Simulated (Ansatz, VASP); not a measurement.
# Au: VASP beside Ansatz

```xyz
1
Lattice="-1.7248 1.7248 1.5176 1.7248 -1.7248 1.5176 1.7248 1.7248 -1.5176" Properties=species:S:1:pos:R:3 pbc="T T T"
Au    0.0000    0.0000    0.0000
```

Alike in both runs: functional PBE; k mesh 8 × 8 × 8; occupations gaussian, width 0.1 eV; no spin polarisation.

Ansatz relaxed the structure, and its values are those at the end. VASP's run is a single point on that final structure, the one shown.

|  | VASP | Ansatz |
| --- | --- | --- |
| version | VASP 6.6.1 | Ansatz 0.2.0 |
| potentials or method | VASP PAW PBE potentials, release 64 (Au), cutoff 520 eV | scalar-relativistic, plane waves, PAW |
| valence electrons in the cell | 11 | 19 |

VASP gave:

| Property | Result |
| --- | --- |
| gap on the k mesh at the Fermi level (eV) | none |
| pressure (GPa) | -0.3 |

Task: Which values does Ansatz return?

Result: gap on the k mesh at the Fermi level (eV): none; pressure (GPa): 0.0.

A gap of «none» marks a metal or a gap that the smearing closes. VASP's potentials hold 11 valence electrons a cell and Ansatz's 19, so a difference there can come from the potentials and not from the codes.

Spin-orbit coupling is off throughout.
